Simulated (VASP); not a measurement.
Set up this calculation in VASP 6.6.1, as the native input.

| Item | Value |
| --- | --- |
| Task | single point |
| Functional | PBE |
| Potentials or basis | VASP PAW PBE potentials, release 64 (Sr_sv) |
| Cutoff | 520 eV |
| k mesh | 4 × 4 × 4 |
| Occupations | gaussian, width 0.1 eV |
| Spin | no spin polarisation |
| Dipole correction | no |
| Further INCAR settings | ALGO = Normal; EDIFF = 1e-07; NBANDS = 11 |

The structure of Sr lies in POSCAR:

```
Sr
1.0
   -2.4250000000      2.4250000000      2.4250000000
    2.4250000000     -2.4250000000      2.4250000000
    2.4250000000      2.4250000000     -2.4250000000
Sr
1
Direct
    0.0000000000      0.0000000000      0.0000000000
```

The input as run:

INCAR

```
SYSTEM = Sr
PREC     = Accurate       ! precision mode
ENCUT    = 520            ! plane-wave cutoff, eV
EDIFF    = 1E-7           ! SCF threshold, eV
ISMEAR   = 0              ! smearing method
SIGMA    = 0.1            ! smearing width, eV
LREAL    = .FALSE.        ! projectors in reciprocal space
LASPH    = .TRUE.         ! aspherical terms in the spheres
NELM     = 80             ! most SCF steps
ALGO     = Normal         ! electronic algorithm
ISIF     = 2              ! what is computed and relaxed
LWAVE    = .FALSE.        ! write WAVECAR
LCHARG   = .FALSE.        ! write CHGCAR
GGA      = PE             ! functional
NBANDS   = 11             ! bands
```

KPOINTS

```
Automatic mesh
0
G
  4 4 4
  0 0 0
```

Potentials or basis: VASP PAW PBE potentials, release 64 (Sr_sv).

Run with:

```console
$ cat potpaw_PBE.64/Sr_sv/POTCAR > POTCAR
$ mpirun -np 1 vasp_std > vasp.out
```

It gave:

```json
{
  "Pressure": "-0.8 GPa",
  "Band gap on the k mesh": "zero (band 5 reaches 1.80 eV, above the bottom of band 6 at 1.37 eV)"
}
```

Caveat: the k points lie up to 0.46 Å⁻¹ apart.

Wall time 3.9 s on 1 thread of Intel(R) Xeon(R) Platinum 8488C (Sapphire Rapids) (shared host), peak memory 0.17 GiB.
